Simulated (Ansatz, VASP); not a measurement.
# Ta2N: VASP beside Ansatz

INCAR

```
ALGO = Fast
EDIFF = 1E-6
EDIFFG = -0.002
ENCUT = 600
IBRION = 2
ISIF = 3
ISMEAR = 0
LASPH = True
LCHARG = False
LREAL = False
LWAVE = False
NELM = 100
NSW = 100
PREC = Accurate
SIGMA = 0.1
```

File KPOINTS:

```
k-points
0
Gamma
  15 15 10
```

Contents of POSCAR:

```
Ta2N
1.0
    3.0676288313     -0.0000000028      0.0000000000
   -1.5338144132      2.6566444987      0.0000000000
    0.0000000000      0.0000000000      4.7771565686
Ta N
2 1
Direct
    0.6666666667      0.3333333333      0.7479701696
    0.3333333333      0.6666666667      0.2520298304
    0.0000000000      0.0000000000      0.0000000000
```

Input for Ansatz:

```yaml
crystal:
  lattice:
    - [3.0676288313, -2.8e-09, 0.0]
    - [-1.5338144132, 2.6566444987, 0.0]
    - [0.0, 0.0, 4.7771565686]
  atoms:
    - { symbol: Ta, position: [0.6666666667, 0.3333333333, 0.7479701696] }
    - { symbol: Ta, position: [0.3333333333, 0.6666666667, 0.2520298304] }
    - { symbol: "N", position: [0.0, 0.0, 0.0] }
basis:
  ecutwfc: 420
kpoints:
  mp_grid: { grid: [15, 15, 10] }
hamiltonian:
  xc: lda
  pseudopotentials: { kind: paw, azcp: { folder: soft_1 } }
scf:
  occupations: { method: gaussian, width: 0.1 }
output:
  forces: true
  stress: true
  eigenvalues: true
relax:
  adjacent_minimum: "off"
  f_tol: 0.002
  max_steps: 80
  cell: { stress_tol: 0.02 }
```

Alike in both runs: task relaxation of cell and atoms; functional LDA; k mesh 15 × 15 × 10; occupations gaussian, width 0.1 eV; no spin polarisation.

|  | VASP | Ansatz |
| --- | --- | --- |
| version | VASP 6.6.1 | Ansatz 0.2.0 |
| potentials or method | VASP PAW LDA potentials, release 64 (Ta_pv, N), cutoff 600 eV | scalar-relativistic, plane waves, PAW |
| valence electrons in the cell | 27 | 31 |

```tsv
	VASP	Ansatz	Ansatz less VASP
gap on the k mesh at the Fermi level, each at its own relaxed structure (eV)	none	none	-
relaxed volume (Å³/atom)	13.02	12.96	-0.062
relaxed length of the cell vector where the two differ most in proportion (Å)	3.067	3.062	-0.0054
```

Ansatz warns that its potentials were made for another functional, while VASP's fit it. LDA's correlation is that of Perdew and Zunger in VASP and of Perdew and Wang (1992) in Ansatz. A gap of «none» marks a metal or a gap that the smearing closes. VASP's potentials hold 27 valence electrons a cell and Ansatz's 31, so a difference there can come from the potentials and not from the codes.

Neither program's run includes spin-orbit coupling.
